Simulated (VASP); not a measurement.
# SiF (Pm-3m) in VASP: settings compared, part 2 of 2

VASP 6.6.1. The steps go on from the part before.

## Step 4: Single point, HF

This run uses another cell than the first one, of 15.49 Å³/atom.

POSCAR

```
SiF
1.0
    3.1405026418      0.0000000000      0.0000000000
    0.0000000000      3.1405026418      0.0000000000
    0.0000000000      0.0000000000      3.1405026418
Si F
1 1
Direct
    0.5000000000      0.5000000000      0.5000000000
    0.0000000000      0.0000000000      0.0000000000
```

INCAR.step1

```
SYSTEM = SiF
PREC = Accurate
ENCUT = 520
EDIFF = 1E-5
ISMEAR = -1
SIGMA = 0.05
LREAL = .False.
LASPH = .True.
NELM = 60
ALGO = Normal
ISIF = 2
LWAVE = .True.
NBANDS = 12
GGA = PE
```

INCAR.step2

```
SYSTEM = SiF
PREC = Accurate
ENCUT = 520
EDIFF = 1E-7
ISMEAR = -1
SIGMA = 0.05
LREAL = .False.
LASPH = .True.
NELM = 60
ALGO = Normal
ISIF = 2
LWAVE = .False.
LCHARG = .True.
GGA = PE
LHFCALC = .True.
AEXX = 1.0
ALDAC = 0.0
AGGAC = 0.0
PRECFOCK = Normal
LELF = .True.
LVHAR = .True.
NBANDS = 12
ISTART = 1
```

KPOINTS

```
Automatic mesh
0
Gamma
  5 5 5
  0 0 0
```

Potentials or basis: VASP PAW PBE potentials, release 64 (Si, F).

The run is started by

```sh
$ cat potpaw_PBE.64/Si/POTCAR potpaw_PBE.64/F/POTCAR > POTCAR
$ cp INCAR.step1 INCAR
$ mpirun -np 1 vasp_std > vasp.out
$ cp INCAR.step2 INCAR
$ mpirun -np 1 vasp_std > vasp.out
```

OUTCAR:

```text
SYSTEM = SiF
   PREC = Accurate
   ENCUT = 520
   EDIFF = 1E-7
   ISMEAR = -1
   LREAL = .False.
   LASPH = .True.
   NELM = 60
   ISIF = 2
   GGA = PE
   LHFCALC = .True.
   AEXX = 1.0
   PRECFOCK = Normal
   ISTART = 1

 ion  position               nearest neighbor table
   1  0.500  0.500  0.500-
   2  0.000  0.000  0.000-

  LATTYP: Found a simple cubic cell.
 ALAT       =     3.1405026418

  Lattice vectors:

 A1 = (   3.1405026418,   0.0000000000,   0.0000000000)
 A2 = (   0.0000000000,   3.1405026418,   0.0000000000)
 A3 = (   0.0000000000,   0.0000000000,   3.1405026418)

Analysis of symmetry for initial positions (statically):
=====================================================================
 Subroutine PRICEL returns:
 Original cell was already a primitive cell.

 Routine SETGRP: Setting up the symmetry group for a
 simple cubic supercell.

 Subroutine GETGRP returns: Found 48 space group operations
 (whereof 48 operations were pure point group operations)
 out of a pool of 48 trial point group operations.

The static configuration has the point symmetry O_h .
[... 163 lines left out ...]
      1     -31.2854      2.00000
      2      -9.7252      2.00000
      3      -6.2407      2.00000
      4      -6.2315      2.00000
      5      -6.2227      2.00000
      6      14.6516      0.00000
      7      14.7255      0.00000
      8      14.7926      0.00000
      9      15.9969      0.00000
     10      16.0012      0.00000
     11      25.1059      0.00000
     12      28.1691      0.00000
[... 121 lines left out ...]
 k-point    10 :       0.4000    0.4000    0.4000
  band No.  band energies     occupation
      1     -30.8899      2.00000
      2      -7.3802      2.00000
      3      -7.0358      2.00000
      4      -7.0180      2.00000
      5      -2.8611      2.00000
      6       4.8399      2.00000
      7       8.1477      0.00003
      8       9.2369      0.00000
      9      19.2857      0.00000
     10      19.9848      0.00000
     11      20.0214      0.00000
     12      31.2395      0.00000

------------------------ aborting loop because EDIFF is reached ----------------------------------------

  FORCE on cell =-STRESS in cart. coord.  units (eV):
  Direction    XX          YY          ZZ          XY          YZ          ZX
  --------------------------------------------------------------------------------------
  -------------------------------------------------------------------------------------
  Total       -0.0467854     -0.0467854     -0.0467854      0.0000000      0.0000000     -0.0000000
  in kB       -2.4200438     -2.4200438     -2.4200438      0.0000000      0.0000000     -0.0000000
  external PRESSURE =      -2.4200438 kB  Pullay stress =       0.0000000 kB

 VOLUME and BASIS-vectors are now :
 -----------------------------------------------------------------------------
  energy-cutoff  :      520.00
  volume of cell :       30.97
      direct lattice vectors                 reciprocal lattice vectors
     3.140502642  0.000000000  0.000000000     0.318420366  0.000000000  0.000000000
     0.000000000  3.140502642  0.000000000     0.000000000  0.318420366  0.000000000
     0.000000000  0.000000000  3.140502642     0.000000000  0.000000000  0.318420366

 POSITION                                       TOTAL-FORCE (eV/Angst)
 -----------------------------------------------------------------------------------
      1.57025      1.57025      1.57025         0.000000      0.000000      0.000000
      0.00000      0.00000      0.00000         0.000000      0.000000      0.000000
 -----------------------------------------------------------------------------------
    total drift:                                0.000000      0.000000      0.000000

  FREE ENERGIE OF THE ION-ELECTRON SYSTEM (eV)
  ---------------------------------------------------
  free  energy   TOTEN  =       -17.2824913424 eV

  energy  without entropy=      -17.2805405511  energy(sigma->0) =      -17.28151595
```

It took 14 min on 1 thread of Intel Xeon Platinum 8488C (Sapphire Rapids), shared host; peak memory 0.14 GiB.

What came out:

```yaml
Free_energy: -17.2825 eV
Pressure: -0.2 GPa
Band_gap_on_the_k_mesh: zero (an odd number of electrons rules out a gap without spin polarisation)
```

Levels at points of the mesh, in eV from the Fermi level:
| k point | band 1 | band 2 | band 3 | band 4 | band 5 | band 6 | band 7 | band 8 | band 9 | band 10 |
| --- | --- | --- | --- | --- | --- | --- | --- | --- | --- | --- |
| (0.00, 0.00, 0.00) | -38.88 | -17.32 | -13.84 | -13.83 | -13.82 | 7.05 | 7.13 | 7.19 | 8.40 | 8.40 |

Caveat: the k points lie up to 0.40 Å⁻¹ apart, too coarse for converged energies and pressures of a metal; the PAW data sets were made with another functional, which shifts forces and pressure a little; an odd number of electrons without spin polarisation forces a metal; a magnetic or distorted state may lie lower.

## Step 5: Relaxation of cell and atoms, B3LYP

POSCAR

```
SiF
1.0
    3.0286000000      0.0000000000      0.0000000000
    0.0000000000      3.0286000000      0.0000000000
    0.0000000000      0.0000000000      3.0286000000
Si F
1 1
Direct
    0.5000000000      0.5000000000      0.5000000000
    0.0000000000      0.0000000000      0.0000000000
```

INCAR.step1

```
PREC     = Accurate       # precision mode
ENCUT    = 600            # plane-wave cutoff, eV
EDIFF    = 1E-5           # SCF threshold, eV
ISMEAR   = -1             # smearing method
SIGMA    = 0.05           # smearing width, eV
LREAL    = False          # projectors in reciprocal space
LASPH    = True           # aspherical terms in the spheres
NELM     = 100            # most SCF steps
ALGO     = Normal         # electronic algorithm
LWAVE    = True           # write WAVECAR
LCHARG   = False          # write CHGCAR
GGA      = PE             # functional
NBANDS   = 12             # bands
```

INCAR.step2

```
PREC     = Accurate       # precision mode
ENCUT    = 600            # plane-wave cutoff, eV
EDIFF    = 1E-6           # SCF threshold, eV
ISMEAR   = -1             # smearing method
SIGMA    = 0.05           # smearing width, eV
LREAL    = False          # projectors in reciprocal space
LASPH    = True           # aspherical terms in the spheres
NELM     = 100            # most SCF steps
ALGO     = Normal         # electronic algorithm
ISIF     = 3              # what is computed and relaxed
LWAVE    = False          # write WAVECAR
LCHARG   = False          # write CHGCAR
GGA      = B3             # functional
LHFCALC  = True           # exact exchange
AEXX     = 0.2            # exact-exchange fraction
AGGAX    = 0.72         
AGGAC    = 0.81         
ALDAC    = 0.19         
PRECFOCK = Normal       
IBRION   = 2              # ionic algorithm
NSW      = 60             # ionic steps
EDIFFG   = -0.01          # ionic threshold
ISTART   = 1
```

KPOINTS

```
regular mesh
0
Gamma
  5 5 5
```

Potentials or basis: VASP PAW PBE potentials, release 64 (Si, F).

The run is started by

```sh
$ cat potpaw_PBE.64/Si/POTCAR potpaw_PBE.64/F/POTCAR > POTCAR
$ cp INCAR.step1 INCAR
$ mpirun -np 1 vasp_std > vasp.out
$ cp INCAR.step2 INCAR
$ mpirun -np 1 vasp_std > vasp.out
```

OUTCAR:

```text
PREC = Accurate
   ENCUT = 600
   EDIFF = 1E-6
   ISMEAR = -1
   LREAL = False
   LASPH = True
   NELM = 100
   ISIF = 3
   GGA = B3
   LHFCALC = True
   AEXX = 0.2
   PRECFOCK = Normal
   IBRION = 2
   NSW = 60
   EDIFFG = -0.01
   ISTART = 1

 ion  position               nearest neighbor table
   1  0.500  0.500  0.500-
   2  0.000  0.000  0.000-

  LATTYP: Found a simple cubic cell.
 ALAT       =     3.0286000000

  Lattice vectors:

 A1 = (   3.0286000000,   0.0000000000,   0.0000000000)
 A2 = (   0.0000000000,   3.0286000000,   0.0000000000)
 A3 = (   0.0000000000,   0.0000000000,   3.0286000000)

Analysis of symmetry for initial positions (statically):
=====================================================================
 Subroutine PRICEL returns:
 Original cell was already a primitive cell.

 Routine SETGRP: Setting up the symmetry group for a
 simple cubic supercell.

 Subroutine GETGRP returns: Found 48 space group operations
 (whereof 48 operations were pure point group operations)
 out of a pool of 48 trial point group operations.

The static configuration has the point symmetry O_h .

Analysis of symmetry for dynamics (positions and initial velocities):
=====================================================================
 Subroutine PRICEL returns:
 Original cell was already a primitive cell.

 Routine SETGRP: Setting up the symmetry group for a
 simple cubic supercell.

 Subroutine GETGRP returns: Found 48 space group operations
 (whereof 48 operations were pure point group operations)
 out of a pool of 48 trial point group operations.

The dynamic configuration has the point symmetry O_h .

 Subroutine INISYM returns: Found 48 space group operations
 (whereof 48 operations are pure point group operations),
[... 95 lines left out ...]
   EFERMI =   0.00;   METHOD = LEGACY
   ISMEAR =    -1;   SIGMA  =   0.05  broadening in eV -4-tet -1-fermi 0-gaus
   EFERMI_NEDOS =   21; number of points for ismear=-14 and -15
   IALGO  =     38    algorithm
   IMIX   =      1    mixing-type and parameters
     AMIX     =   0.40;   BMIX     =  1.00
     AMIX_MAG =   1.60;   BMIX_MAG =  1.00
  volume/ion in A,a.u.               =      13.89        93.73
  Fermi-wavevector in a.u.,A,eV,Ry     =   1.202164  2.271761 19.663124  1.445199
  Thomas-Fermi vector in A             =   2.337953
   LORBIT       =      0    0 simple, 1 ext, 2 COOP (PROOUT), +10 PAW based schemes
   GGA     = B3    functional components
   LHFCALC =     T    Hartree Fock is set to
   PRECFOCK=normal    Normal, Fast or Accurate (Low or Medium for compatibility)
   ENCUT4O =  -1.0   cutoff for four orbital integrals eV
   NKREDX  =     1    reduce k-point grid by
   NKREDY  =     1    reduce k-point grid by
   NKREDZ  =     1    reduce k-point grid by
   AEXX    =    0.2000 exact exchange contribution
   HFSCREEN=    0.0000 screening length (either q_TF or 0.3 A-1)
   HFSCREENC=   0.0000 screening length for correlation (either q_TF or 0.3 A-1)
   ENCUTFOCK=  -1.0 apply spherical cutoff to Coloumb kernel
   IVDW    =     0    specifies the selected vdW correction
   LEPSILON=     F    determine dielectric tensor
   LRPA    =     F    only Hartree local field effects (RPA)
 conjugate gradient relaxation of ions
 non-spin polarized calculation
  energy-cutoff  :      600.00
  volume of cell :       27.78
 maximum number of plane-waves:       948
  NGX = 20; NGY = 20; NGZ = 20

--------------------------------------- Ionic step        1  -------------------------------------------

 number of electron      11.0000013 magnetization

 Free energy of the ion-electron system (eV)
  ---------------------------------------------------
  ext. energy  EPLUGINS =         0.00000000
  ---------------------------------------------------
  free energy    TOTEN  =        -9.40716225 eV

  energy without entropy =       -9.39506458  energy(sigma->0) =       -9.40111342

------------------------ aborting loop because EDIFF is reached ----------------------------------------

  FORCE on cell =-STRESS in cart. coord.  units (eV):
  Direction    XX          YY          ZZ          XY          YZ          ZX
  --------------------------------------------------------------------------------------
  -------------------------------------------------------------------------------------
  Total        0.5154991      0.5154991      0.5154991     -0.0000000      0.0000000     -0.0000000
  in kB       29.7312203     29.7312203     29.7312203     -0.0000000      0.0000000     -0.0000000
  external PRESSURE =      29.7312203 kB  Pullay stress =       0.0000000 kB
[... 59 lines left out ...]
--------------------------------------- Ionic step        3  -------------------------------------------

 number of electron      11.0000014 magnetization

 Free energy of the ion-electron system (eV)
  ---------------------------------------------------
  ext. energy  EPLUGINS =         0.00000000
  ---------------------------------------------------
  free energy    TOTEN  =        -9.41754534 eV

  energy without entropy =       -9.40512499  energy(sigma->0) =       -9.41133516

 E-fermi :   5.2329     XC(G=0):  -8.0379

 val. band max:        5.1923371292   @ k =   0.4000   0.2000   0.2000
 cond. band min:       6.1252224886   @ k =   0.4000   0.4000   0.2000
 fundamental gap:      0.9328853594
 Fermi energy:         5.2329496022

 k-point     1 :       0.0000    0.0000    0.0000
  band No.  band energies     occupation
      1     -21.0305      2.00000
      2      -4.7668      2.00000
      3      -1.0203      2.00000
      4      -1.0203      2.00000
      5      -1.0203      2.00000
      6      11.2159      0.00000
      7      11.2159      0.00000
      8      11.2159      0.00000
      9      12.4521      0.00000
[... 135 lines left out ...]
  FREE ENERGIE OF THE ION-ELECTRON SYSTEM (eV)
  ---------------------------------------------------
  free  energy   TOTEN  =        -9.4175453408 eV

  energy  without entropy=       -9.4051249873  energy(sigma->0) =       -9.41133516

 reached required accuracy - stopping structural energy minimisation
```

OUTCAR.step1:

```text
PREC = Accurate
   ENCUT = 600
   EDIFF = 1E-5
   ISMEAR = -1
   LREAL = False
[... 353 lines left out ...]
      1.51430      1.51430      1.51430         0.000000      0.000000      0.000000
      0.00000      0.00000      0.00000         0.000000      0.000000      0.000000
 -----------------------------------------------------------------------------------
    total drift:                                0.000000      0.000000      0.000000

  FREE ENERGIE OF THE ION-ELECTRON SYSTEM (eV)
  ---------------------------------------------------
  free  energy   TOTEN  =        -7.8612307326 eV

  energy  without entropy=       -7.8487853514  energy(sigma->0) =       -7.85500804
```

Wall time 5.8 min (1 thread of Intel Xeon Platinum 8488C (Sapphire Rapids), shared host); peak memory 0.14 GiB.

Results:

```yaml
Free_energy: -9.4175 eV
Relaxed_volume: 14.46 Å³/atom
Relaxed_cell: a = 3.069 Å, b = 3.069 Å, c = 3.069 Å, α = 90.00°, β = 90.00°, γ = 90.00°
Space_group_after_relaxing_to_0.1_Å: Pm-3m (No. 221)
Energy_gained_by_relaxing: 5.2 meV/atom
Ionic_steps: 3
Pressure_after_relaxing: 0.0 GPa
Band_gap_on_the_k_mesh: zero (an odd number of electrons rules out a gap without spin polarisation)
```

Step by step:
| step | energy change (eV) | largest force (eV/Å) | pressure (GPa) | volume (Å³) |
| --- | --- | --- | --- | --- |
| 1 | 0.0000 | 0.0000 | 2.97 | 27.78 |
| 2 | -0.0103 | 0.0000 | 0.22 | 28.83 |
| 3 | -0.0104 | 0.0000 | 0.00 | 28.92 |

Final structure:
```xyz
2
Lattice="3.0695 0.0000 0.0000 0.0000 3.0695 0.0000 0.0000 0.0000 3.0695" Properties=species:S:1:pos:R:3 pbc="T T T"
Si    1.5347    1.5347    1.5347
F     0.0000    0.0000    0.0000
```

Levels at points of the mesh, in eV from the Fermi level:
```tsv
k point	band 1	band 2	band 3	band 4	band 5	band 6	band 7	band 8	band 9
(0.00, 0.00, 0.00)	-26.26	-10.00	-6.25	-6.25	-6.25	5.98	5.98	5.98	7.22
```

Caveat: the k points lie up to 0.41 Å⁻¹ apart in the final cell, too coarse for converged energies and pressures of a metal; the PAW data sets were made with another functional, which shifts forces and pressure a little; an odd number of electrons without spin polarisation forces a metal; a magnetic or distorted state may lie lower.

## Step 6: Single point, PBE

INCAR

```
PREC = Accurate ; ENCUT = 520
EDIFF = 1E-7 ; ISMEAR = -1
SIGMA = 0.04 ; LREAL = False
LASPH = True ; NELM = 80
ALGO = Normal ; ISIF = 2
LWAVE = False ; LCHARG = False
GGA = PE ; NBANDS = 12
```

KPOINTS is that of step 5.

POSCAR is that of step 5.

Potentials or basis: VASP PAW PBE potentials, release 64 (Si, F).

The run is started by

```sh
$ cat potpaw_PBE.64/Si/POTCAR potpaw_PBE.64/F/POTCAR > POTCAR
$ mpirun -np 1 vasp_std > vasp.out
```

Wall time 4.1 s (1 thread of Intel Xeon Platinum 8259CL at 2.50GHz (Skylake/Cascade Lake), shared host); peak memory 0.13 GiB.

The run converged. Its results:

```yaml
Free_energy: -7.8573 eV
Pressure: -0.5 GPa
Band_gap_on_the_k_mesh: zero (an odd number of electrons rules out a gap without spin polarisation)
```

Levels at points of the mesh, in eV from the Fermi level:
```csv
k point,band 3,band 4,band 5,band 6,band 7,band 8
"(0.00, 0.00, 0.00)",-5.04,-5.04,-5.04,5.35,5.35,5.35
```

Caveat: the k points lie up to 0.41 Å⁻¹ apart, too coarse for converged energies and pressures of a metal; an odd number of electrons without spin polarisation forces a metal; a magnetic or distorted state may lie lower.

## Step 7: Overview

```tsv
task	level	cell	cutoff (eV)	smearing	grid for exact exchange (PRECFOCK)	share of exact exchange	screening parameter	gap on the mesh (eV)	pressure (GPa)
single point	PBE-based screened hybrid with 25 % exact exchange	a = 3.029 Å, 2 atoms	520	fermi-dirac 0.05 eV	Normal	0.25	0.3 1/Å	none	-1.7
single point	B3LYP	a = 3.072 Å, 2 atoms	520	fermi-dirac 0.05 eV	Normal	0.2	-	none	-0.2
single point	HF	a = 3.141 Å, 2 atoms	520	fermi-dirac 0.05 eV	Normal	1	-	none	-0.2
relaxation of cell and atoms	B3LYP	relaxed from a = 3.029 Å, 2 atoms	600	fermi-dirac 0.05 eV	Normal	0.2	-	none	0.0
single point	PBE	a = 3.029 Å, 2 atoms	520	fermi-dirac 0.04 eV	-	-	-	none	-0.5
```

Alike in all rows: potentials or basis VASP PAW PBE potentials, release 64 (Si, F); no spin polarisation; k mesh 5 × 5 × 5.

Caveats: all runs use coarse meshes; an odd number of electrons without spin polarisation forces a metal; a magnetic or distorted state may lie lower; the PAW data sets were made with another functional, which shifts forces and pressure a little (at least some runs).

Total energies depend on the potentials used, so only differences within one code and one set of settings carry meaning.
